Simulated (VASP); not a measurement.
# Co3Sn2 (P-6m2) in VASP: single point with PBEsol

Aim: the single point of Co3Sn2 with PBEsol.

Program: VASP 6.6.1. These are calculated values, not measurements. Logs are shortened: lines on timing, memory, paths and dates and some standing lists are left out, and cuts for length are marked.

### Step 1. The cell of the first run

It takes space group P-6m2 (No. 187, hexagonal). The conventional cell has a = 4.163 Å, b = 4.163 Å, c = 4.993 Å, α = 90.00°, β = 90.00°, γ = 120.00°. Within 3.2 Å of Co (site symmetry 3m) lie 5 Co at 2.46 to 2.72 Å and 6 Sn at 2.70 to 2.72 Å. Within 3.2 Å of Co (site symmetry -6m2) lie 5 Sn at 2.40 to 2.50 Å and 6 Co at 2.72 Å. Sn (site symmetry -6m2) has 8 Co at 2.50 to 2.70 Å within 3.3 Å. Sn (site symmetry -6m2) has 9 Co at 2.40 to 2.72 Å within 3.2 Å.

### Step 2. Single point, PBEsol, collinear spin, ferromagnetic start

INCAR reads:

```
SYSTEM = Co3Sn2
PREC = Accurate
ENCUT = 600
EDIFF = 1E-6
ISMEAR = 0
SIGMA = 0.15
LREAL = .FALSE.
LASPH = .TRUE.
NELM = 200
ALGO = Normal
ISIF = 2
LWAVE = .FALSE.
LCHARG = .FALSE.
ISPIN = 2
MAGMOM = 1.13 1.13 0.49 0 0
LORBIT = 11
LMAXMIX = 4
GGA = PS
NBANDS = 40
GGA_COMPAT = .FALSE.
KPAR = 4
```

KPOINTS reads:

```
Automatic mesh
0
G
  12 12 10
  0 0 0
```

POSCAR reads:

```
Co3Sn2
1.0
    4.1631419987      0.0000000000      0.0000000000
   -2.0815709994      3.6053867305      0.0000000000
    0.0000000000      0.0000000000      4.9931273390
Co Sn
3 2
Direct
    0.0000000000      0.0000000000      0.7461013601
    0.0000000000      0.0000000000      0.2538986399
    0.6666666667      0.3333333333      0.0000000000
    0.6666666667      0.3333333333      0.5000000000
    0.3333333333      0.6666666667      0.0000000000
```

Potentials or basis: VASP PAW PBE potentials, release 64 (Co, Sn_d).

The run is started by

```sh
$ cat potpaw_PBE.64/Co/POTCAR potpaw_PBE.64/Sn_d/POTCAR > POTCAR
$ mpirun -np 4 vasp_std > vasp.out
```

OUTCAR:

```text
SYSTEM = Co3Sn2
   PREC = Accurate
   ENCUT = 600
   EDIFF = 1E-6
   ISMEAR = 0
   LREAL = .FALSE.
   LASPH = .TRUE.
   NELM = 200
   ISIF = 2
   ISPIN = 2
   LORBIT = 11
   GGA = PS

 ion  position               nearest neighbor table
   1  0.000  0.000  0.746-   2 2.46   2 2.54   4 2.70   4 2.70   4 2.70   5 2.72   3 2.72   3 2.72
                             5 2.72   5 2.72   3 2.72
   2  0.000  0.000  0.254-   1 2.46   1 2.54   4 2.70   4 2.70   4 2.70   3 2.72   5 2.72   3 2.72
                             5 2.72   5 2.72   3 2.72
   3  0.667  0.333  0.000-   5 2.40   5 2.40   5 2.40   4 2.50   4 2.50   1 2.72   2 2.72   1 2.72
                             2 2.72   1 2.72   2 2.72
   4  0.667  0.333  0.500-   3 2.50   3 2.50   1 2.70   2 2.70   1 2.70   2 2.70   1 2.70   2 2.70
                             5 3.47   5 3.47   5 3.47   5 3.47   5 3.47   5 3.47
   5  0.333  0.667  0.000-   3 2.40   3 2.40   3 2.40   1 2.72   2 2.72   2 2.72   1 2.72   2 2.72
                             1 2.72   4 3.47   4 3.47   4 3.47   4 3.47   4 3.47   4 3.47

  LATTYP: Found a hexagonal cell.
 ALAT       =     4.1631419987
 C/A-ratio  =     1.1993651287

  Lattice vectors:

 A1 = (   4.1631419987,   0.0000000000,   0.0000000000)
 A2 = (  -2.0815709994,   3.6053867305,   0.0000000000)
 A3 = (   0.0000000000,   0.0000000000,   4.9931273390)

Analysis of symmetry for initial positions (statically):
=====================================================================
 Subroutine PRICEL returns:
 Original cell was already a primitive cell.

 Routine SETGRP: Setting up the symmetry group for a
 hexagonal supercell.

 Subroutine GETGRP returns: Found 12 space group operations
 (whereof 12 operations were pure point group operations)
 out of a pool of 24 trial point group operations.

The static configuration has the point symmetry D_3h.

Analysis of symmetry for dynamics (positions and initial velocities):
=====================================================================
 Subroutine PRICEL returns:
 Original cell was already a primitive cell.

 Routine SETGRP: Setting up the symmetry group for a
 hexagonal supercell.

 Subroutine GETGRP returns: Found 12 space group operations
 (whereof 12 operations were pure point group operations)
 out of a pool of 24 trial point group operations.

The dynamic configuration has the point symmetry D_3h.

Analysis of structural, dynamic, and magnetic symmetry:
=====================================================================
 Subroutine PRICEL returns:
 Original cell was already a primitive cell.

 Routine SETGRP: Setting up the symmetry group for a
 hexagonal supercell.

 Subroutine GETGRP returns: Found 12 space group operations
 (whereof 12 operations were pure point group operations)
 out of a pool of 24 trial point group operations.

The overall configuration has the point symmetry D_3h.

 Subroutine INISYM returns: Found 12 space group operations
 (whereof 12 operations are pure point group operations),
 and found     1 'primitive' translations

----------------------------------------------------------------------------------------

                                     Primitive cell

  volume of cell :      74.9455

  direct lattice vectors                    reciprocal lattice vectors
     4.163141999  0.000000000  0.000000000     0.240203193  0.138681378  0.000000000
    -2.081570999  3.605386730  0.000000000     0.000000000  0.277362756  0.000000000
     0.000000000  0.000000000  4.993127339     0.000000000  0.000000000  0.200275285

  length of vectors
     4.163141999  4.163141999  4.993127339     0.277362756  0.277362756  0.200275285

  position of ions in fractional coordinates (direct lattice)
     0.000000000  0.000000000  0.746101360
     0.000000000  0.000000000  0.253898640
     0.666666667  0.333333333  0.000000000
     0.666666667  0.333333333  0.500000000
     0.333333333  0.666666667  0.000000000

  ion indices of the primitive-cell ions
   primitive index   ion index
                 1           1
                 2           2
                 3           3
                 4           4
                 5           5

----------------------------------------------------------------------------------------

 KPOINTS: Automatic mesh

Automatic generation of k-mesh.
 Grid dimensions read from file:
 generate k-points for:   12   12   10

 Generating k-lattice:

  Cartesian coordinates                     Fractional coordinates (reciprocal lattice)
     0.020016933  0.011556782  0.000000000     0.083333333 -0.000000000  0.000000000
     0.000000000  0.023113563  0.000000000     0.000000000  0.083333333  0.000000000
     0.000000000  0.000000000  0.020027528     0.000000000  0.000000000  0.100000000

  Length of vectors
     0.023113563  0.023113563  0.020027528

  Shift w.r.t. Gamma in fractional coordinates (k-lattice)
     0.000000000  0.000000000  0.000000000

 Subroutine IBZKPT returns following result:
 ===========================================

 Found    114 irreducible k-points:

 Following reciprocal coordinates:
            Coordinates               Weight
  0.000000  0.000000  0.000000      1.000000
  0.083333  0.000000  0.000000      6.000000
  0.166667  0.000000  0.000000      6.000000
  0.250000  0.000000  0.000000      6.000000
  0.333333  0.000000  0.000000      6.000000
  0.416667  0.000000  0.000000      6.000000
[... 16 lines left out ...]
  0.250000  0.000000  0.100000     12.000000
  0.333333  0.000000  0.100000     12.000000
 [... further k-points ...]
   k-points           NKPTS =    114   k-points in BZ     NKDIM =    114   number of bands    NBANDS=     40
   number of dos      NEDOS =    301   number of ions     NIONS =      5
   total plane-waves  NPLWV =  51840
   dimension x,y,z NGX =    36 NGY =   36 NGZ =   40
   dimension x,y,z NGXF=    72 NGYF=   72 NGZF=   80
   ions per type =               3   2
   NGX,Y,Z   is equivalent  to a cutoff of  14.38, 14.38, 13.32 a.u.
   NGXF,Y,Z  is equivalent  to a cutoff of  28.75, 28.75, 26.64 a.u.
 SYSTEM =  Co3Sn2
   PREC   = accura    normal or accurate (medium, high low for compatibility)
   ISTART =      0    job   : 0-new  1-cont  2-samecut
   ICHARG =      2    charge: 1-file 2-atom 10-const
   ISPIN  =      2    spin polarized calculation?
   LNONCOLLINEAR =      F non collinear calculations
   LSORBIT =      F    spin-orbit coupling
   LASPH  =      T    aspherical Exc in radial PAW
   ENCUT  =  600.0 eV  44.10 Ry    6.64 a.u.   8.31  8.31  9.97*2*pi/ulx,y,z
   NELM   =    200;   NELMIN=  2; NELMDL= -5     # of ELM steps
   EDIFF  = 0.1E-05   stopping-criterion for ELM
   LREAL  =      F    real-space projection
   EDIFFG = 0.1E-04   stopping-criterion for IOM
   NSW    =      0    number of steps for IOM
   IBRION =     -1    ionic relax: 0-MD 1-quasi-New 2-CG
   NFREE  =      0    steps in history (QN), initial steepest desc. (CG)
   ISIF   =      2    stress and relaxation
   ISYM   =      2    0-nonsym 1-usesym 2-fastsym
   POTIM  = 0.5000    time-step for ionic-motion
   TEBEG  =    0.0;   TEEND  =   0.0 temperature during run
   PSTRESS=    0.0 pullay stress
   NELECT =      55.0000    total number of electrons
   NUPDOWN=      -1.0000    fix difference up-down
   EMIN   =  10.00;   EMAX   =-10.00  energy-range for DOS
   EFERMI =   0.00;   METHOD = LEGACY
   ISMEAR =     0;   SIGMA  =   0.15  broadening in eV -4-tet -1-fermi 0-gaus
   EFERMI_NEDOS =   21; number of points for ismear=-14 and -15
   IALGO  =     38    algorithm
   IMIX   =      4    mixing-type and parameters
     AMIX     =   0.40;   BMIX     =  1.00
     AMIX_MAG =   1.60;   BMIX_MAG =  1.00
  volume/ion in A,a.u.               =      14.99       101.15
  Fermi-wavevector in a.u.,A,eV,Ry     =   1.476660  2.790483 29.667837  2.180525
  Thomas-Fermi vector in A             =   2.591159
   LORBIT       =     11    0 simple, 1 ext, 2 COOP (PROOUT), +10 PAW based schemes
   GGA     = PS    functional components
   LHFCALC =     F    Hartree Fock is set to
   AEXX    =    0.0000 exact exchange contribution
   IVDW    =     0    specifies the selected vdW correction
   LEPSILON=     F    determine dielectric tensor
   LRPA    =     F    only Hartree local field effects (RPA)
 spin polarized calculation
 Gauss-broadening in eV      SIGMA  =   0.15
  energy-cutoff  :      600.00
  volume of cell :       74.95
 maximum number of plane-waves:      2542
 NGX is ok and might be reduce to    36
   NGX = 17   NGY = 17   NGZ = 19

 number of electron      54.9999986 magnetization       2.3488039

 Free energy of the ion-electron system (eV)
  ---------------------------------------------------
  ext. energy  EPLUGINS =         0.00000000
  ---------------------------------------------------
  free energy    TOTEN  =       -31.69127725 eV

  energy without entropy =      -31.62995927  energy(sigma->0) =      -31.66061826

 E-fermi :  10.2849     XC(G=0): -12.4478

 val. band max:       10.2785966234   @ k =   0.3333   0.0833   0.0000
 cond. band min:      10.2852900309   @ k =   0.0833   0.0833   0.4000
 fundamental gap:      0.0066934075
 Fermi energy:        10.2849240336

 spin component 1

 k-point     1 :       0.0000    0.0000    0.0000
  band No.  band energies     occupation
      1     -10.8251      1.00000
      2     -10.7775      1.00000
      3     -10.7775      1.00000
      4     -10.7131      1.00000
      5     -10.7131      1.00000
      6     -10.6412      1.00000
[... 31 lines left out ...]
     38      18.7043      0.00000
     39      18.7043      0.00000

 k-point     2 :       0.0833    0.0000    0.0000
  band No.  band energies     occupation
      1     -10.8240      1.00000
      2     -10.7783      1.00000
      3     -10.7770      1.00000
      4     -10.7155      1.00000
      5     -10.7123      1.00000
      6     -10.6396      1.00000
[... 913 lines left out ...]
     38      18.5496      0.00000
     39      18.7140      0.00000

 k-point    24 :       0.3333    0.0000    0.1000
  band No.  band energies     occupation
      1     -10.8124      1.00000
      2     -10.7846      1.00000
      3     -10.7753      1.00000
      4     -10.7364      1.00000
      5     -10.7044      1.00000
      6     -10.6249      1.00000
[... 31 lines left out ...]
     38      19.1721      0.00000
     39      19.2859      0.00000

 [... further k-points ...]

 spin component 2

 k-point     1 :       0.0000    0.0000    0.0000
  band No.  band energies     occupation
      1     -10.8342      1.00000
      2     -10.7873      1.00000
      3     -10.7873      1.00000
      4     -10.7224      1.00000
      5     -10.7224      1.00000
      6     -10.6504      1.00000
[... 31 lines left out ...]
     38      18.8186      0.00000
     39      18.8186      0.00000

 k-point     2 :       0.0833    0.0000    0.0000
  band No.  band energies     occupation
      1     -10.8331      1.00000
      2     -10.7881      1.00000
      3     -10.7868      1.00000
      4     -10.7248      1.00000
      5     -10.7216      1.00000
      6     -10.6488      1.00000
[... 913 lines left out ...]
     38      18.6660      0.00000
     39      18.8150      0.00000

 k-point    24 :       0.3333    0.0000    0.1000
  band No.  band energies     occupation
      1     -10.8215      1.00000
      2     -10.7944      1.00000
      3     -10.7852      1.00000
      4     -10.7457      1.00000
      5     -10.7136      1.00000
      6     -10.6341      1.00000
[... 31 lines left out ...]
     38      19.2442      0.00000
     39      19.4300      0.00000

 [... further k-points ...]

 [bands above 39 left out]

------------------------ aborting loop because EDIFF is reached ----------------------------------------

  FORCE on cell =-STRESS in cart. coord.  units (eV):
  Direction    XX          YY          ZZ          XY          YZ          ZX
  --------------------------------------------------------------------------------------
  -------------------------------------------------------------------------------------
  Total       -0.0115294     -0.0115294     -0.0061276      0.0000000      0.0000000      0.0000000
  in kB       -0.2464747     -0.2464747     -0.1309962      0.0000000      0.0000000      0.0000000
  external PRESSURE =      -0.2079819 kB  Pullay stress =       0.0000000 kB

 VOLUME and BASIS-vectors are now :
 -----------------------------------------------------------------------------
  energy-cutoff  :      600.00
  volume of cell :       74.95
      direct lattice vectors                 reciprocal lattice vectors
     4.163141999  0.000000000  0.000000000     0.240203193  0.138681378  0.000000000
    -2.081570999  3.605386730  0.000000000     0.000000000  0.277362756  0.000000000
     0.000000000  0.000000000  4.993127339     0.000000000  0.000000000  0.200275285

 POSITION                                       TOTAL-FORCE (eV/Angst)
 -----------------------------------------------------------------------------------
      0.00000      0.00000      3.72538        -0.000000      0.000000     -0.002689
      0.00000      0.00000      1.26775        -0.000000      0.000000      0.002689
      2.08157      1.20180      0.00000         0.000000     -0.000000     -0.000000
      2.08157      1.20180      2.49656        -0.000000      0.000000     -0.000000
     -0.00000      2.40359      0.00000        -0.000000      0.000000     -0.000000
 -----------------------------------------------------------------------------------
    total drift:                               -0.000001      0.000000      0.000000

  FREE ENERGIE OF THE ION-ELECTRON SYSTEM (eV)
  ---------------------------------------------------
  free  energy   TOTEN  =       -31.6912772541 eV

  energy  without entropy=      -31.6299592678  energy(sigma->0) =      -31.66061826

 total charge

# of ion       s       p       d       tot
------------------------------------------
    1        0.403   0.439   7.363   8.205
    2        0.403   0.439   7.363   8.205
    3        0.442   0.542   7.557   8.541
    4        1.105   1.260  10.074  12.438
    5        1.131   1.339  10.110  12.579
--------------------------------------------------
tot          3.483   4.017  42.468  49.968

 magnetization (x)

# of ion       s       p       d       tot
------------------------------------------
    1        0.004  -0.004   1.023   1.024
    2        0.004  -0.004   1.023   1.024
    3       -0.000  -0.012   0.457   0.444
    4       -0.004  -0.038  -0.008  -0.050
    5       -0.003  -0.038  -0.005  -0.046
--------------------------------------------------
tot          0.001  -0.095   2.489   2.395
```

Run time: 3.9 min. Hardware: 4 MPI ranks of Intel Xeon Platinum 8488C (Sapphire Rapids), shared host; peak memory 0.69 GiB.

What came out:

```yaml
Free_energy: -31.6913 eV
Pressure: 0.0 GPa
Net_moment: 2.35 μB per cell
Site_moments: Co +1.02, +0.44 (each value once); Sn -0.05 μB
Valence_electrons_inside_the_program's_atomic_spheres: Co 8.21, 8.54 (each value once); Sn 12.44, 12.58
```

Forces in eV/Å, atoms in the order of the input:
```
Co   0.000  0.000 -0.003
Co   0.000  0.000  0.003
Co   0.000  0.000  0.000
Sn   0.000  0.000  0.000
Sn   0.000  0.000  0.000
```

Caveat: the PAW data sets were made with another functional, which shifts forces and pressure a little; spin-orbit coupling is left out, which moves the levels of the heavy elements.
